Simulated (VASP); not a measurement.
# Ca (Fm-3m) in VASP: notebook

The runs below take Ca through relaxation of cell and atoms, with LDA.

All numbers are computed with VASP 6.6.1; they aren't measurements. Logs are shortened: lines on timing, memory, paths and dates and some standing lists are left out, and cuts for length are marked.

## 1. The cell of the first run

It takes space group Fm-3m (No. 225, cubic). Conventional cell: a = 4.529 Å, b = 4.529 Å, c = 4.529 Å, α = 90.00°, β = 90.00°, γ = 90.00°. Ca (site symmetry m-3m) has 12 Ca at 3.20 Å within 4.2 Å.

## 2. Relaxation of cell and atoms, LDA, target pressure 20 GPa, at which the enthalpy is minimised

Contents of INCAR:

```
PREC = Accurate ; ENCUT = 600
EDIFF = 1E-6 ; ISMEAR = -1
SIGMA = 0.08 ; LREAL = False
LASPH = True ; NELM = 80
ALGO = Normal ; ISIF = 3
LWAVE = False ; LCHARG = False
GGA = CA ; IBRION = 2
NSW = 60 ; EDIFFG = -0.005
PSTRESS = 200.0
```

Contents of KPOINTS:

```
Automatic mesh
0
Gamma
  15 15 15
```

Contents of POSCAR:

```
Ca
1.0
    0.0000000000      2.2644105206      2.2644105206
    2.2644105206      0.0000000000      2.2644105206
    2.2644105206      2.2644105206      0.0000000000
Ca
1
Direct
    0.0000000000      0.0000000000      0.0000000000
```

Potentials or basis: VASP PAW LDA potentials, release 64 (Ca_sv).

Command:

```
$ cat potpaw_LDA.64/Ca_sv/POTCAR > POTCAR
$ mpirun -np 1 vasp_std > vasp.out
```

OUTCAR:

```text
PREC = Accurate
   ENCUT = 600
   EDIFF = 1E-6
   ISMEAR = -1
   LREAL = False
   LASPH = True
   NELM = 80
   ISIF = 3
   GGA = CA
   IBRION = 2
   NSW = 60
   EDIFFG = -0.005
   PSTRESS = 200.0

 ion  position               nearest neighbor table
   1  0.000  0.000  0.000-

  LATTYP: Found a face centered cubic cell.
 ALAT       =     4.5288210412

  Lattice vectors:

 A1 = (   0.0000000000,   2.2644105206,   2.2644105206)
 A2 = (   2.2644105206,   0.0000000000,   2.2644105206)
 A3 = (   2.2644105206,   2.2644105206,   0.0000000000)

Analysis of symmetry for initial positions (statically):
=====================================================================
 Subroutine PRICEL returns:
 Original cell was already a primitive cell.

 Routine SETGRP: Setting up the symmetry group for a
 face centered cubic supercell.

 Subroutine GETGRP returns: Found 48 space group operations
 (whereof 48 operations were pure point group operations)
 out of a pool of 48 trial point group operations.

The static configuration has the point symmetry O_h .

Analysis of symmetry for dynamics (positions and initial velocities):
=====================================================================
 Subroutine PRICEL returns:
 Original cell was already a primitive cell.

 Routine SETGRP: Setting up the symmetry group for a
 face centered cubic supercell.

 Subroutine GETGRP returns: Found 48 space group operations
 (whereof 48 operations were pure point group operations)
 out of a pool of 48 trial point group operations.

The dynamic configuration has the point symmetry O_h .

 Subroutine INISYM returns: Found 48 space group operations
 (whereof 48 operations are pure point group operations),
 and found     1 'primitive' translations

----------------------------------------------------------------------------------------

                                     Primitive cell

  volume of cell :      23.2218

  direct lattice vectors                    reciprocal lattice vectors
     0.000000000  2.264410521  2.264410521    -0.220808018  0.220808018  0.220808018
     2.264410521  0.000000000  2.264410521     0.220808018 -0.220808018  0.220808018
     2.264410521  2.264410521  0.000000000     0.220808018  0.220808018 -0.220808018

  length of vectors
     3.202360069  3.202360069  3.202360069     0.382450707  0.382450707  0.382450707

  position of ions in fractional coordinates (direct lattice)
     0.000000000  0.000000000  0.000000000

  ion indices of the primitive-cell ions
   primitive index   ion index
                 1           1

----------------------------------------------------------------------------------------

 KPOINTS: Automatic mesh

Automatic generation of k-mesh.
 Grid dimensions read from file:
 generate k-points for:   15   15   15

 Generating k-lattice:

  Cartesian coordinates                     Fractional coordinates (reciprocal lattice)
    -0.014720535  0.014720535  0.014720535     0.066666667  0.000000000  0.000000000
     0.014720535 -0.014720535  0.014720535     0.000000000  0.066666667  0.000000000
     0.014720535  0.014720535 -0.014720535     0.000000000  0.000000000  0.066666667

  Length of vectors
     0.025496714  0.025496714  0.025496714

  Shift w.r.t. Gamma in fractional coordinates (k-lattice)
     0.000000000  0.000000000  0.000000000

 Subroutine IBZKPT returns following result:
 ===========================================

 Found    120 irreducible k-points:

 Following reciprocal coordinates:
            Coordinates               Weight
  0.000000  0.000000  0.000000      1.000000
  0.066667  0.000000  0.000000      8.000000
  0.133333  0.000000  0.000000      8.000000
  0.200000  0.000000  0.000000      8.000000
  0.266667  0.000000  0.000000      8.000000
  0.333333  0.000000  0.000000      8.000000
[... 16 lines left out ...]
  0.133333  0.133333  0.000000      6.000000
  0.200000  0.133333  0.000000     24.000000
 [... further k-points ...]
   k-points           NKPTS =    120   k-points in BZ     NKDIM =    120   number of bands    NBANDS=      9
   number of dos      NEDOS =    301   number of ions     NIONS =      1
   total plane-waves  NPLWV =  21952
   dimension x,y,z NGX =    28 NGY =   28 NGZ =   28
   dimension x,y,z NGXF=    56 NGYF=   56 NGZF=   56
   ions per type =               1
   NGX,Y,Z   is equivalent  to a cutoff of  14.54, 14.54, 14.54 a.u.
   NGXF,Y,Z  is equivalent  to a cutoff of  29.07, 29.07, 29.07 a.u.
 SYSTEM =  unknown system
   PREC   = accura    normal or accurate (medium, high low for compatibility)
   ISTART =      0    job   : 0-new  1-cont  2-samecut
   ICHARG =      2    charge: 1-file 2-atom 10-const
   ISPIN  =      1    spin polarized calculation?
   LNONCOLLINEAR =      F non collinear calculations
   LSORBIT =      F    spin-orbit coupling
   LASPH  =      T    aspherical Exc in radial PAW
   ENCUT  =  600.0 eV  44.10 Ry    6.64 a.u.   6.40  6.40  6.40*2*pi/ulx,y,z
   NELM   =     80;   NELMIN=  2; NELMDL= -5     # of ELM steps
   EDIFF  = 0.1E-05   stopping-criterion for ELM
   LREAL  =      F    real-space projection
   EDIFFG = -.5E-02   stopping-criterion for IOM
   NSW    =     60    number of steps for IOM
   IBRION =      2    ionic relax: 0-MD 1-quasi-New 2-CG
   NFREE  =      1    steps in history (QN), initial steepest desc. (CG)
   ISIF   =      3    stress and relaxation
   ISYM   =      2    0-nonsym 1-usesym 2-fastsym
   POTIM  = 0.5000    time-step for ionic-motion
   TEBEG  =    0.0;   TEEND  =   0.0 temperature during run
   PSTRESS=  200.0 pullay stress
   NELECT =      10.0000    total number of electrons
   NUPDOWN=      -1.0000    fix difference up-down
   EMIN   =  10.00;   EMAX   =-10.00  energy-range for DOS
   EFERMI =   0.00;   METHOD = LEGACY
   ISMEAR =    -1;   SIGMA  =   0.08  broadening in eV -4-tet -1-fermi 0-gaus
   EFERMI_NEDOS =   21; number of points for ismear=-14 and -15
   IALGO  =     38    algorithm
   IMIX   =      4    mixing-type and parameters
     AMIX     =   0.40;   BMIX     =  1.00
     AMIX_MAG =   1.60;   BMIX_MAG =  1.00
  volume/ion in A,a.u.               =      23.22       156.71
  Fermi-wavevector in a.u.,A,eV,Ry     =   1.236260  2.336192 20.794297  1.528338
  Thomas-Fermi vector in A             =   2.370875
   LORBIT       =      0    0 simple, 1 ext, 2 COOP (PROOUT), +10 PAW based schemes
   GGA     = CA    functional components
   LHFCALC =     F    Hartree Fock is set to
   AEXX    =    0.0000 exact exchange contribution
   IVDW    =     0    specifies the selected vdW correction
   LEPSILON=     F    determine dielectric tensor
   LRPA    =     F    only Hartree local field effects (RPA)
 conjugate gradient relaxation of ions
 non-spin polarized calculation
  energy-cutoff  :      600.00
  volume of cell :       23.22
 maximum number of plane-waves:       794
 NGX is ok and might be reduce to    28
   NGX = 13   NGY = 13   NGZ = 13

--------------------------------------- Ionic step        1  -------------------------------------------

 number of electron      10.0000000 magnetization

 number of electron       9.9999999 magnetization

 Free energy of the ion-electron system (eV)
  ---------------------------------------------------
  ext. energy  EPLUGINS =         0.00000000
  ---------------------------------------------------
  free energy    TOTEN  =        -1.53811018 eV

  energy without entropy =       -1.51864105  energy(sigma->0) =       -1.52837561

------------------------ aborting loop because EDIFF is reached ----------------------------------------

  FORCE on cell =-STRESS in cart. coord.  units (eV):
  Direction    XX          YY          ZZ          XY          YZ          ZX
  --------------------------------------------------------------------------------------
  -------------------------------------------------------------------------------------
  Total        2.9387913      2.9387913      2.9387913     -0.0000000      0.0000000     -0.0000000
  in kB      202.7607244    202.7607244    202.7607244     -0.0000000      0.0000000     -0.0000000
  external PRESSURE =       2.7607244 kB  Pullay stress =     200.0000000 kB

 VOLUME and BASIS-vectors are now :
 -----------------------------------------------------------------------------
  energy-cutoff  :      600.00
  volume of cell :       23.22
      direct lattice vectors                 reciprocal lattice vectors
     0.000000000  2.264410521  2.264410521    -0.220808018  0.220808018  0.220808018
     2.264410521  0.000000000  2.264410521     0.220808018 -0.220808018  0.220808018
     2.264410521  2.264410521  0.000000000     0.220808018  0.220808018 -0.220808018
[... 44 lines left out ...]
  FREE ENERGIE OF THE ION-ELECTRON SYSTEM (eV)
  ---------------------------------------------------
  free  energy   TOTEN  =        -1.5550159813 eV

  energy  without entropy=       -1.5356585495  energy(sigma->0) =       -1.54533727

  enthalpy is  TOTEN    =         1.3605811584 eV   P V=        2.9155971397

--------------------------------------- Ionic step        3  -------------------------------------------

 number of electron       9.9999999 magnetization

 Free energy of the ion-electron system (eV)
  ---------------------------------------------------
  ext. energy  EPLUGINS =         0.00000000
  ---------------------------------------------------
  free energy    TOTEN  =        -1.55128219 eV

  energy without entropy =       -1.53190566  energy(sigma->0) =       -1.54159392

 E-fermi :   4.6909     XC(G=0): -10.1366

 val. band max:        4.6808007792   @ k =  -0.4000   0.2667   0.0000
 cond. band min:       4.7087889818   @ k =  -0.4667   0.4000   0.0000
 fundamental gap:      0.0279882026
 Fermi energy:         4.6909487981

 k-point     1 :       0.0000    0.0000    0.0000
  band No.  band energies     occupation
      1     -35.7480      2.00000
      2     -16.5777      2.00000
      3     -16.5777      2.00000
      4     -16.5777      2.00000
      5      -0.0404      2.00000
      6       7.6161      0.00000
      7       7.6161      0.00000
      8       7.6161      0.00000
      9       9.6990      0.00000

 k-point     2 :       0.0667    0.0000    0.0000
  band No.  band energies     occupation
      1     -35.7402      2.00000
      2     -16.6251      2.00000
      3     -16.5830      2.00000
      4     -16.5830      2.00000
      5       0.0946      2.00000
      6       7.4741      0.00000
      7       7.6740      0.00000
      8       7.6740      0.00000
      9       9.6406      0.00000
[... 253 lines left out ...]
 k-point    24 :       0.2000    0.1333    0.0000
  band No.  band energies     occupation
      1     -35.6838      2.00000
      2     -16.8767      2.00000
      3     -16.6649      2.00000
      4     -16.6572      2.00000
      5       1.0865      2.00000
      6       6.5450      0.00000
      7       8.0477      0.00000
      8       8.1567      0.00000
      9       8.6798      0.00000

 [... further k-points ...]
[... 5 lines left out ...]
  --------------------------------------------------------------------------------------
  -------------------------------------------------------------------------------------
  Total        2.9111020      2.9111020      2.9111020     -0.0000000      0.0000000     -0.0000000
  in kB      199.9483094    199.9483094    199.9483094     -0.0000000      0.0000000     -0.0000000
  external PRESSURE =      -0.0516906 kB  Pullay stress =     200.0000000 kB

 VOLUME and BASIS-vectors are now :
 -----------------------------------------------------------------------------
  energy-cutoff  :      600.00
  volume of cell :       23.33
      direct lattice vectors                 reciprocal lattice vectors
    -0.000000000  2.267810469  2.267810469    -0.220476979  0.220476979  0.220476979
     2.267810469  0.000000000  2.267810469     0.220476979 -0.220476979  0.220476979
     2.267810469  2.267810469 -0.000000000     0.220476979  0.220476979 -0.220476979

 POSITION                                       TOTAL-FORCE (eV/Angst)
 -----------------------------------------------------------------------------------
      0.00000      0.00000      0.00000        -0.000000     -0.000000     -0.000000
 -----------------------------------------------------------------------------------
    total drift:                               -0.000000     -0.000000     -0.000000

  FREE ENERGIE OF THE ION-ELECTRON SYSTEM (eV)
  ---------------------------------------------------
  free  energy   TOTEN  =        -1.5512821911 eV

  energy  without entropy=       -1.5319056570  energy(sigma->0) =       -1.54159392

  enthalpy is  TOTEN    =         1.3605723481 eV   P V=        2.9118545391

 reached required accuracy - stopping structural energy minimisation
```

It took 28 s on 1 thread of Intel Xeon 6975P-C (Granite Rapids), shared host; peak memory 0.16 GiB.

Results:

| Property | Result |
| --- | --- |
| Free energy | -1.5513 eV |
| Relaxed volume | 23.33 Å³/atom |
| Relaxed cell | a = 3.207 Å, b = 3.207 Å, c = 3.207 Å, α = 60.00°, β = 60.00°, γ = 60.00° |
| Space group after relaxing (to 0.05 Å) | Fm-3m (No. 225) |
| Energy change on relaxing (the enthalpy is what falls) | -13.2 meV/atom |
| Ionic steps | 3 |
| Pressure after relaxing | 20.0 GPa |
| Band gap on the k mesh | zero (band 5 reaches 4.72 eV, above the bottom of band 6 at 4.53 eV) |

Step by step:
```csv
step,energy change (eV),largest force (eV/Å),pressure (GPa),volume (Å³)
1,0.0000,0.0000,20.28,23.22
2,-0.0169,0.0000,19.90,23.36
3,-0.0132,0.0000,19.99,23.33
```

Final structure:
```xyz
1
Lattice="0.0000 2.2678 2.2678 2.2678 0.0000 2.2678 2.2678 2.2678 0.0000" Properties=species:S:1:pos:R:3 pbc="T T T"
Ca    0.0000    0.0000    0.0000
```

Levels at points of the mesh, in eV from the Fermi level:
| k point | band 1 | band 2 | band 3 | band 4 | band 5 | band 6 | band 7 | band 8 | band 9 |
| --- | --- | --- | --- | --- | --- | --- | --- | --- | --- |
| (0.00, 0.00, 0.00) | -40.44 | -21.27 | -21.27 | -21.27 | -4.73 | 2.93 | 2.93 | 2.93 | 5.01 |

Caveat: the cell is relaxed towards a set pressure, so the enthalpy falls and the energy may rise.

## 3. Relaxation of cell and atoms, LDA, target pressure 20 GPa, at which the enthalpy is minimised

This run uses another cell than the first one, of 23.30 Å³/atom, 1.003 times its volume.

Contents of INCAR:

```
SYSTEM = Ca
ALGO = Normal
EDIFF = 1E-6
EDIFFG = -0.005
ENCUT = 600
GGA = CA
IBRION = 2
ISIF = 3
ISMEAR = -1
LASPH = .True.
LCHARG = .False.
LREAL = .False.
LWAVE = .False.
NELM = 80
NSW = 32
PREC = Accurate
PSTRESS = 200.0
SIGMA = 0.08
```

Contents of KPOINTS:

```
k-points
0
Gamma
  15 15 15
  0 0 0
```

Contents of POSCAR:

```
Ca
1.0
    0.0000000000      2.2669312061      2.2669312061
    2.2669312061      0.0000000000      2.2669312061
    2.2669312061      2.2669312061      0.0000000000
Ca
1
Direct
    0.0000000000      0.0000000000      0.0000000000
```

Potentials or basis: VASP PAW LDA potentials, release 64 (Ca_sv).

Command:

```
$ cat potpaw_LDA.64/Ca_sv/POTCAR > POTCAR
$ mpirun -np 1 vasp_std > vasp.out
```

Wall time 21 s (1 thread of Intel Xeon 6975P-C (Granite Rapids), shared host); peak memory 0.16 GiB.

Results (log left out):

| Item | Value |
| --- | --- |
| Free energy | -1.5511 eV |
| Relaxed volume | 23.32 Å³/atom |
| Relaxed cell | a = 3.207 Å, b = 3.207 Å, c = 3.207 Å, α = 60.00°, β = 60.00°, γ = 60.00° |
| Space group after relaxing (to 0.05 Å) | Fm-3m (No. 225) |
| Energy change on relaxing (the enthalpy is what falls) | -3.2 meV/atom |
| Ionic steps | 2 |
| Pressure after relaxing | 20.0 GPa |
| Band gap on the k mesh | zero (band 5 reaches 4.72 eV, above the bottom of band 6 at 4.53 eV) |

The path:
```tsv
step	energy change (eV)	largest force (eV/Å)	pressure (GPa)	volume (Å³)
1	0.0000	0.0000	20.05	23.30
2	-0.0032	0.0000	20.00	23.32
```

Final structure:
```
CELL_PARAMETERS angstrom
0.00000 2.26775 2.26775
2.26775 0.00000 2.26775
2.26775 2.26775 0.00000
ATOMIC_POSITIONS crystal
Ca 0.00000 0.00000 0.00000
```

Levels at points of the mesh, in eV from the Fermi level:
```tsv
k point	band 2	band 3	band 4	band 5	band 6	band 7	band 8	band 9
(0.00, 0.00, 0.00)	-21.27	-21.27	-21.27	-4.73	2.93	2.93	2.93	5.01
```

Caveat: the cell is relaxed towards a set pressure, so the enthalpy falls and the energy may rise.

## 4. Relaxation of cell and atoms, LDA

This run uses another cell than the first one, of 38.13 Å³/atom, 1.642 times its volume.

Contents of INCAR:

```
ALGO = Normal
EDIFF = 1E-6
EDIFFG = -0.005
ENCUT = 600
IBRION = 2
ISIF = 3
ISMEAR = -1
LASPH = True
LCHARG = False
LREAL = False
LWAVE = False
NELM = 100
NSW = 60
PREC = Accurate
SIGMA = 0.08
```

Contents of KPOINTS:

```
k-points
0
Gamma
  13 13 13
```

Contents of POSCAR:

```
Ca
1.0
    0.0000000000      2.6714644531      2.6714644531
    2.6714644531      0.0000000000      2.6714644531
    2.6714644531      2.6714644531      0.0000000000
Ca
1
Direct
    0.0000000000      0.0000000000      0.0000000000
```

Command:

```
$ cat potpaw_LDA.64/Ca_sv/POTCAR > POTCAR
$ mpirun -np 1 vasp_std > vasp.out
```

It took 19 s on 1 thread of Intel Xeon 6975P-C (Granite Rapids), shared host; peak memory 0.18 GiB.

It converged, with:

```yaml
Free_energy: -2.2191 eV
Relaxed_volume: 38.10 Å³/atom
Relaxed_cell: a = 3.777 Å, b = 3.777 Å, c = 3.777 Å, α = 60.00°, β = 60.00°, γ = 60.00°
Space_group_after_relaxing_to_0.05_Å: Fm-3m (No. 225)
Energy_gained_by_relaxing: 0.0 meV/atom
Ionic_steps: 2
Pressure_after_relaxing: 0.0 GPa
Band_gap_on_the_k_mesh: zero (band 5 reaches 2.26 eV, above the bottom of band 6 at 2.19 eV)
```

Final structure:
```yaml
crystal:
  lattice:
    - [0.00000, 2.67075, 2.67075]
    - [2.67075, 0.00000, 2.67075]
    - [2.67075, 2.67075, 0.00000]
  atoms:
    - { symbol: Ca, position: [0.00000, 0.00000, 0.00000] }
```

Levels at points of the mesh, in eV from the Fermi level:
| k point | band 2 | band 3 | band 4 | band 5 | band 6 | band 7 | band 8 | band 9 |
| --- | --- | --- | --- | --- | --- | --- | --- | --- |
| (0.00, 0.00, 0.00) | -22.53 | -22.53 | -22.53 | -4.21 | 2.34 | 2.34 | 2.34 | 3.54 |

## 5. Overview

```tsv
cell	k mesh	gap on the mesh (eV)	pressure (GPa)
relaxed to 20 GPa from a = 3.202 Å, angles 60.0°, 1 atom	15 × 15 × 15	none	20.0
relaxed to 20 GPa from a = 3.206 Å, angles 60.0°, 1 atom	15 × 15 × 15	none	20.0
relaxed from a = 3.778 Å, angles 60.0°, 1 atom	13 × 13 × 13	none	0.0
```

Alike in all rows: task relaxation of cell and atoms; level LDA; potentials or basis VASP PAW LDA potentials, release 64 (Ca_sv); no spin polarisation; cutoff (eV) 600; smearing fermi-dirac 0.08 eV.

Caveats: the cell is relaxed towards a set pressure, so the enthalpy falls and the energy may rise (some runs).

Absolute energies hang on the potentials; compare differences alone.
